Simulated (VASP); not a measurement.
Input of a VASP 6.6.1 run:

Contents of INCAR:

```
SYSTEM = Mg
ALGO = Normal
EDIFF = 1E-6
ENCUT = 520
GGA = CA
ISIF = 2
ISMEAR = -1
LASPH = .TRUE.
LCHARG = .FALSE.
LREAL = .FALSE.
LWAVE = .FALSE.
NBANDS = 9
NELM = 60
PREC = Accurate
SIGMA = 0.08
```

File KPOINTS:

```
k-points
0
G
  12 12 12
  0 0 0
```

File POSCAR:

```
Mg
1.0
    0.0000000000      2.4671728140      2.4671728140
    2.4671728140      0.0000000000      2.4671728140
    2.4671728140      2.4671728140      0.0000000000
Mg
2
Direct
   -0.1250000000     -0.1250000000     -0.1250000000
    0.1250000000      0.1250000000      0.1250000000
```

Potentials or basis: VASP PAW LDA potentials, release 64 (Mg).

Command:

```console
$ cat potpaw_LDA.64/Mg/POTCAR > POTCAR
$ mpirun -np 1 vasp_std > vasp.out
```

(1) What does it give for the pressure?

(2) What does it give for the band gap on the k mesh?

Results:

(1) 62.2 GPa.

(2) zero (bands 2 and 3 overlap by 8.50 eV).

Caveat: the cell stands under pressure.
